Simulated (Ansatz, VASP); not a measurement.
**Two plane-wave programs on Zr2TiC3**

```
Zr Ti C
1.0
     3.25776    0.00000    0.00000
    -1.62888    2.82130    0.00000
     0.00000    0.00000    7.91332
Zr Ti C
2 1 3
Direct
  0.33333 0.66667 0.67363
  0.66667 0.33333 0.32637
  0.00000 0.00000 0.00000
  0.66667 0.33333 0.84712
  0.33333 0.66667 0.15288
  0.00000 0.00000 0.50000
```

Alike in both runs: functional PBE; k mesh 6 × 6 × 2; occupations gaussian, width 0.1 eV; no spin polarisation.

Ansatz relaxed the structure, and its values are those at the end. VASP's run is a single point on that final structure, the one shown.

|  | VASP | Ansatz |
| --- | --- | --- |
| version | VASP 6.6.1 | Ansatz 0.2.0 |
| potentials or method | VASP PAW PBE potentials, release 64 (Zr_sv, Ti_sv, C), cutoff 520 eV | scalar-relativistic, plane waves, PAW |
| valence electrons in the cell | 48 | 48 |

```tsv
	VASP	Ansatz	Ansatz less VASP
gap on the k mesh at the Fermi level (eV)	none	none	-
pressure (GPa)	-0.1	-0.3	-0.25
rms of the force components (eV/Å)	0.005	0.006	+0.0010
```

A gap of «none» marks a metal or a gap that the smearing closes.

The k mesh is coarse, so the values compare programs but aren't converged.
